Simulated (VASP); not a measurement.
A run of VASP 6.6.1 is set up as follows.

Contents of POSCAR:

```
Bi
1.0
   -1.9601920869      1.9601920869      1.9601920869
    1.9601920869     -1.9601920869      1.9601920869
    1.9601920869      1.9601920869     -1.9601920869
Bi
1
Direct
    0.0000000000      0.0000000000      0.0000000000
```

File INCAR.step1:

```
SYSTEM = Bi
PREC = Accurate
ENCUT = 520
ISMEAR = 0
SIGMA = 0.1
LREAL = .False.
LASPH = .True.
NELM = 100
NBANDS = 14
GGA = PE
ALGO = Normal
EDIFF = 1E-4
LWAVE = .True.
LCHARG = .False.
```

The input INCAR.step2:

```
SYSTEM = Bi
PREC = Accurate
ENCUT = 520
EDIFF = 1E-7
ISMEAR = 0
SIGMA = 0.1
LREAL = .False.
LASPH = .True.
NELM = 100
ALGO = Normal
ISIF = 2
LWAVE = .False.
LCHARG = .False.
METAGGA = R2SCAN
LMIXTAU = .True.
NBANDS = 14
ISTART = 1
```

Contents of KPOINTS:

```
Automatic mesh
0
Gamma
  16 16 16
  0 0 0
```

Potentials or basis: VASP PAW PBE potentials, release 64 (Bi_d).

Launch:

```bash
$ cat potpaw_PBE.64/Bi_d/POTCAR > POTCAR
$ cp INCAR.step1 INCAR
$ mpirun -np 1 vasp_std > vasp.out
$ cp INCAR.step2 INCAR
$ mpirun -np 1 vasp_std > vasp.out
```

Problem. Predict the pressure.

Solution. 1.8 GPa.

Problem. Predict the band gap on the k mesh.

Solution. Zero (an odd number of electrons rules out a gap without spin polarisation).

Caveat: the PAW data sets were made with another functional, which shifts forces and pressure a little; spin-orbit coupling is left out, which moves the levels of the heavy elements.
